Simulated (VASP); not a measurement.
CdSe, 2 atoms in the cell. Symmetry: Fm-3m, No. 225, cubic system. The conventional cell has a = 5.748 Å, b = 5.748 Å, c = 5.748 Å, α = 90.00°, β = 90.00°, γ = 90.00°. Within 3.8 Å of Cd (site symmetry m-3m) lie 6 Se at 2.87 Å. Within 3.8 Å of Se (site symmetry m-3m) lie 6 Cd at 2.87 Å. 

- Program: VASP 6.6.1
- Task: elastic constants
- Functional: PBEsol
- Potentials or basis: VASP PAW PBE potentials, release 64 (Cd, Se)
- Cutoff: 600 eV
- k mesh: 6 × 6 × 6
- Occupations: fermi-dirac, width 0.05 eV
- Spin: no spin polarisation
- Dipole correction: no
- Ions in elastic constants: relaxed
- Further INCAR settings: ALGO = Normal; EDIFF = 1e-08; IBRION = 6; POTIM = 0.015; NSW = 1; ISIF = 3

Potentials or basis: VASP PAW PBE potentials, release 64 (Cd, Se).

Command:

```bash
$ cat potpaw_PBE.64/Cd/POTCAR potpaw_PBE.64/Se/POTCAR > POTCAR
$ mpirun -np 1 vasp_std > vasp.out
```

Hardware: 1 thread of Intel(R) Xeon(R) 6975P-C (Granite Rapids) (shared host).

Problem. How long does it take, and how much memory?

Solution. Run time: 2 min on 1 thread of Intel(R) Xeon(R) 6975P-C (Granite Rapids), on a shared host, peak memory 0.25 GiB. Counts: scf iterations 177, k points 16.
